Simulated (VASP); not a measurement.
# EuBi (P-6m2) in VASP: single point with PBE+U

Aim: the single point of EuBi with PBE+U.

Everything below comes from runs of VASP 6.6.1. Logs are shortened: lines on timing, memory, paths and dates and some standing lists are left out, and cuts for length are marked.

## Step 1: The cell of the first run

It takes space group P-6m2 (No. 187, hexagonal). Conventional cell: a = 4.231 Å, b = 4.231 Å, c = 4.799 Å, α = 90.00°, β = 90.00°, γ = 120.00°. Eu (site symmetry -6m2) has 6 Bi at 3.42 Å and 6 Eu at 4.23 Å within 4.5 Å. Bi (site symmetry -6m2) has 6 Eu at 3.42 Å and 6 Bi at 4.23 Å within 4.5 Å.

## Step 2: Single point, PBE+U

The input, INCAR:

```
ALGO     = Normal         # electronic algorithm
EDIFF    = 1E-6           # SCF threshold, eV
ENCUT    = 520            # plane-wave cutoff, eV
GGA      = PE             # functional
ISIF     = 2              # what is computed and relaxed
ISMEAR   = 0              # smearing method
LASPH    = True           # aspherical terms in the spheres
LCHARG   = False          # write CHGCAR
LDAU     = True           # DFT+U
LDAUJ    = 0 0          
LDAUL    = 3 -1           # shell
LDAUPRINT= 1            
LDAUTYPE = 2            
LDAUU    = 6 0            # U, eV
LMAXMIX  = 6              # l up to which the mixer works
LREAL    = False          # projectors in reciprocal space
LWAVE    = False          # write WAVECAR
NBANDS   = 23             # bands
NELM     = 150            # most SCF steps
PREC     = Accurate       # precision mode
SIGMA    = 0.05           # smearing width, eV
```

The input, KPOINTS:

```
k-points
0
Gamma
  8 8 8
```

The input, POSCAR:

```
EuBi
1.0
    4.2310816794      0.0000000000      0.0000000000
   -2.1155408397      3.6642242199      0.0000000000
    0.0000000000      0.0000000000      4.7988748208
Eu Bi
1 1
Direct
    0.0000000000      0.0000000000      0.0000000000
    0.6666666667      0.3333333333      0.5000000000
```

Potentials or basis: VASP PAW PBE potentials, release 64 (Eu, Bi_d).

On the command line:

```bash
$ cat potpaw_PBE.64/Eu/POTCAR potpaw_PBE.64/Bi_d/POTCAR > POTCAR
$ mpirun -np 1 vasp_std > vasp.out
```

OUTCAR:

```text
EDIFF = 1E-6
   ENCUT = 520
   GGA = PE
   ISIF = 2
   ISMEAR = 0
   LASPH = True
   LREAL = False
   NELM = 150
   PREC = Accurate

 ion  position               nearest neighbor table
   1  0.000  0.000  0.000-   2 3.42   2 3.42   2 3.42   2 3.42   2 3.42   2 3.42
   2  0.667  0.333  0.500-   1 3.42   1 3.42   1 3.42   1 3.42   1 3.42   1 3.42

  LATTYP: Found a hexagonal cell.
 ALAT       =     4.2310816794
 C/A-ratio  =     1.1341957410

  Lattice vectors:

 A1 = (   4.2310816794,   0.0000000000,   0.0000000000)
 A2 = (  -2.1155408397,   3.6642242199,   0.0000000000)
 A3 = (   0.0000000000,   0.0000000000,   4.7988748208)

Analysis of symmetry for initial positions (statically):
=====================================================================
 Subroutine PRICEL returns:
 Original cell was already a primitive cell.

 Routine SETGRP: Setting up the symmetry group for a
 hexagonal supercell.

 Subroutine GETGRP returns: Found 12 space group operations
 (whereof 12 operations were pure point group operations)
 out of a pool of 24 trial point group operations.

The static configuration has the point symmetry D_3h.

Analysis of symmetry for dynamics (positions and initial velocities):
=====================================================================
 Subroutine PRICEL returns:
 Original cell was already a primitive cell.

[... 177 lines left out ...]
  o =  0.0031  v =  0.0000  0.0000  0.0000  0.0000  0.0000  0.0000  0.0000  0.0000 -0.0000 -0.0000 -1.0000  0.0000  0.0000  0.0000      0.0000  0.0000  0.0000  0.0000  0.0000  0.0000  0.0000  0.0000  0.0000  0.0000  0.0000  0.0000  0.0000  0.0000
  o =  0.0176  v = -0.0000  0.2465  0.0000  0.0000 -0.0000  0.9691  0.0000  0.0000  0.0000  0.0000  0.0000  0.0000  0.0000  0.0000      0.0000  0.0000  0.0000  0.0000  0.0000  0.0000  0.0000  0.0000  0.0000  0.0000  0.0000  0.0000  0.0000  0.0000
  o =  0.0176  v =  0.0000  0.0000  0.0000  0.0000  0.0000  0.0000  0.0000 -0.0000  0.2465  0.0000  0.0000 -0.0000  0.9691  0.0000      0.0000  0.0000  0.0000  0.0000  0.0000  0.0000  0.0000  0.0000  0.0000  0.0000  0.0000  0.0000  0.0000  0.0000
  o =  0.0176  v = -0.0000 -0.9691 -0.0000  0.0000  0.0000  0.2465 -0.0000  0.0000  0.0000  0.0000  0.0000  0.0000  0.0000  0.0000      0.0000  0.0000  0.0000  0.0000  0.0000  0.0000  0.0000  0.0000  0.0000  0.0000  0.0000  0.0000  0.0000  0.0000
  o =  0.0176  v =  0.0000  0.0000  0.0000  0.0000  0.0000  0.0000  0.0000 -0.0000 -0.9691 -0.0000  0.0000  0.0000  0.2465 -0.0000      0.0000  0.0000  0.0000  0.0000  0.0000  0.0000  0.0000  0.0000  0.0000  0.0000  0.0000  0.0000  0.0000  0.0000
  o =  0.0820  v =  0.0000  0.0000  0.0000  0.0000  0.0000  0.0000  0.0000  1.0000 -0.0000 -0.0000  0.0000 -0.0000  0.0000  0.0000      0.0000  0.0000  0.0000  0.0000  0.0000  0.0000  0.0000  0.0000  0.0000  0.0000  0.0000  0.0000  0.0000  0.0000
  o =  0.0820  v =  1.0000 -0.0000 -0.0000  0.0000 -0.0000  0.0000  0.0000  0.0000  0.0000  0.0000  0.0000  0.0000  0.0000  0.0000      0.0000  0.0000  0.0000  0.0000  0.0000  0.0000  0.0000  0.0000  0.0000  0.0000  0.0000  0.0000  0.0000  0.0000
  o =  0.9879  v =  0.0000  0.0000  0.0000  0.0000  0.0000  0.0000  0.0000  0.0000 -0.0000 -0.0000 -0.0000  1.0000 -0.0000 -0.0000      0.0000  0.0000  0.0000  0.0000  0.0000  0.0000  0.0000  0.0000  0.0000  0.0000  0.0000  0.0000  0.0000  0.0000
  o =  0.9879  v =  0.0000 -0.0000 -0.0000 -0.0000  1.0000 -0.0000 -0.0000  0.0000  0.0000  0.0000  0.0000  0.0000  0.0000  0.0000      0.0000  0.0000  0.0000  0.0000  0.0000  0.0000  0.0000  0.0000  0.0000  0.0000  0.0000  0.0000  0.0000  0.0000
  o =  0.9879  v = -0.0000  0.0000 -1.0000  0.0000 -0.0000 -0.0000 -0.0000  0.0000  0.0000  0.0000  0.0000  0.0000  0.0000  0.0000      0.0000  0.0000  0.0000  0.0000  0.0000  0.0000  0.0000  0.0000  0.0000  0.0000  0.0000  0.0000  0.0000  0.0000
  o =  0.9879  v =  0.0000  0.0000  0.0000  0.0000  0.0000  0.0000  0.0000 -0.0000  0.0000 -1.0000  0.0000 -0.0000 -0.0000 -0.0000      0.0000  0.0000  0.0000  0.0000  0.0000  0.0000  0.0000  0.0000  0.0000  0.0000  0.0000  0.0000  0.0000  0.0000
  o =  0.9886  v =  0.0000  0.0000  0.0000  0.0000  0.0000  0.0000  0.0000  0.0000  0.0000  0.0000 -0.0000 -0.0000  0.0000 -1.0000      0.0000  0.0000  0.0000  0.0000  0.0000  0.0000  0.0000  0.0000  0.0000  0.0000  0.0000  0.0000  0.0000  0.0000
  o =  0.9886  v =  0.0000  0.0000  0.0000 -0.0000 -0.0000  0.0000 -1.0000  0.0000  0.0000  0.0000  0.0000  0.0000  0.0000  0.0000      0.0000  0.0000  0.0000  0.0000  0.0000  0.0000  0.0000  0.0000  0.0000  0.0000  0.0000  0.0000  0.0000  0.0000

 number of electron      32.0000013 magnetization

 Free energy of the ion-electron system (eV)
  ---------------------------------------------------
  ext. energy  EPLUGINS =         0.00000000
  ---------------------------------------------------
  free energy    TOTEN  =        -7.52707956 eV

  energy without entropy =       -7.51597006  energy(sigma->0) =       -7.52152481

 E-fermi :   4.3235     XC(G=0):  -9.3890

 val. band max:        4.3217030416   @ k =   0.1250   0.0000   0.5000
 cond. band min:       4.3237186558   @ k =   0.1250   0.1250   0.5000
 fundamental gap:      0.0020156142
 Fermi energy:         4.3235337466

 k-point     1 :       0.0000    0.0000    0.0000
  band No.  band energies     occupation
      1     -38.3406      2.00000
      2     -17.8181      2.00000
      3     -17.8181      2.00000
      4     -17.8119      2.00000
      5     -17.8119      2.00000
      6     -17.8018      2.00000
[... 613 lines left out ...]
     22       6.4879      0.00000
     23       7.1431      0.00000

 [... further k-points ...]
[... 5 lines left out ...]
  --------------------------------------------------------------------------------------
  -------------------------------------------------------------------------------------
  Total       -0.4622376     -0.4622376     -4.1900486      0.0000000     -0.0000000     -0.0000000
  in kB       -9.9541214     -9.9541214    -90.2312073      0.0000000     -0.0000000     -0.0000000
  external PRESSURE =     -36.7131500 kB  Pullay stress =       0.0000000 kB

 VOLUME and BASIS-vectors are now :
 -----------------------------------------------------------------------------
  energy-cutoff  :      520.00
  volume of cell :       74.40
      direct lattice vectors                 reciprocal lattice vectors
     4.231081679  0.000000000  0.000000000     0.236346182  0.136454532  0.000000000
    -2.115540840  3.664224220  0.000000000     0.000000000  0.272909063  0.000000000
     0.000000000  0.000000000  4.798874821     0.000000000  0.000000000  0.208382181

 POSITION                                       TOTAL-FORCE (eV/Angst)
 -----------------------------------------------------------------------------------
      0.00000      0.00000      0.00000         0.000000     -0.000000      0.000000
      2.11554      1.22141      2.39944        -0.000000      0.000000      0.000000
 -----------------------------------------------------------------------------------
    total drift:                                0.000008     -0.000004      0.000000

  FREE ENERGIE OF THE ION-ELECTRON SYSTEM (eV)
  ---------------------------------------------------
  free  energy   TOTEN  =        -7.5270795563 eV

  energy  without entropy=       -7.5159700575  energy(sigma->0) =       -7.52152481
```

OSZICAR:

```text
N       E                     dE             d eps       ncg     rms          rms(c)
DAV:   1     0.269388535080E+03    0.26939E+03   -0.13942E+04  3003   0.544E+03
DAV:   2     0.420555908055E+02   -0.22733E+03   -0.20760E+03  3127   0.472E+02
[... 13 lines left out ...]
DAV:  80    -0.752675542899E+01    0.25352E-03   -0.32902E-05  3857   0.105E-01    0.459E-01
DAV:  81    -0.752759220140E+01   -0.83677E-03   -0.20572E-04  3338   0.319E-01    0.418E-01
DAV:  82    -0.752720477057E+01    0.38743E-03   -0.42758E-05  3348   0.155E-01    0.510E-01
DAV:  83    -0.752715667444E+01    0.48096E-04   -0.34150E-06  2980   0.242E-02    0.517E-01
DAV:  84    -0.752707946704E+01    0.77207E-04   -0.40923E-06  3100   0.342E-02    0.540E-01
DAV:  85    -0.752707955631E+01   -0.89273E-07   -0.70743E-07  1826   0.617E-03
   1 F= -.75270796E+01 E0= -.75215248E+01  d E =-.111095E-01
```

stdout:

```text
POSCAR found type information on POSCAR EuBi
 POSCAR found :  2 types and       2 ions
 scaLAPACK will be used
 LDA part: xc-table for (Slater+PW92), standard interpolation
 POSCAR, INCAR and KPOINTS ok, starting setup
 FFT: planning ... GRIDC
 FFT: planning ... GRID_SOFT
 FFT: planning ... GRID
 WAVECAR not read
 entering main loop
```

Run time: 11 min. Hardware: 1 thread of Intel Xeon Platinum 8488C (Sapphire Rapids), shared host; peak memory 0.26 GiB.

What came out:

| Quantity | Value |
| --- | --- |
| Free energy | -7.5271 eV |
| Pressure | -3.7 GPa |
| Band gap on the k mesh | zero (bands 16 and 17 overlap by 0.14 eV) |

Levels at points of the mesh, in eV from the Fermi level:
```tsv
k point	band 12	band 13	band 14	band 15	band 16	band 17	band 18	band 19	band 20	band 21
(0.00, 0.00, 0.00)	-5.16	-5.16	-1.05	-1.02	-0.03	-0.03	0.04	0.37	0.37	1.45
(0.50, 0.00, 0.00)	-5.17	-5.17	-3.51	-1.61	-0.08	0.15	0.27	0.37	0.41	1.38
(0.00, 0.00, 0.50)	-5.15	-5.15	-4.29	0.04	0.10	0.10	0.88	0.88	1.28	1.30
(0.50, 0.00, 0.50)	-5.17	-5.15	-2.66	-2.62	-0.82	0.03	0.24	0.38	0.41	1.32
```

Eigenvalues of the final occupation matrices:
```tsv
site	spin	trace	eigenvalues
site 1 f	1	3.08	0.00 0.02 0.02 0.08 0.99 0.99 0.99
site 1 f	2	3.08	0.00 0.02 0.02 0.08 0.99 0.99 0.99
```

Caveat: the cell stands under tension; spin-orbit coupling is left out, which moves the levels of the heavy elements; U without spin polarisation on a metal has little footing. Spin polarisation is off, so any magnetic state and its effect on volume and gap are missing.
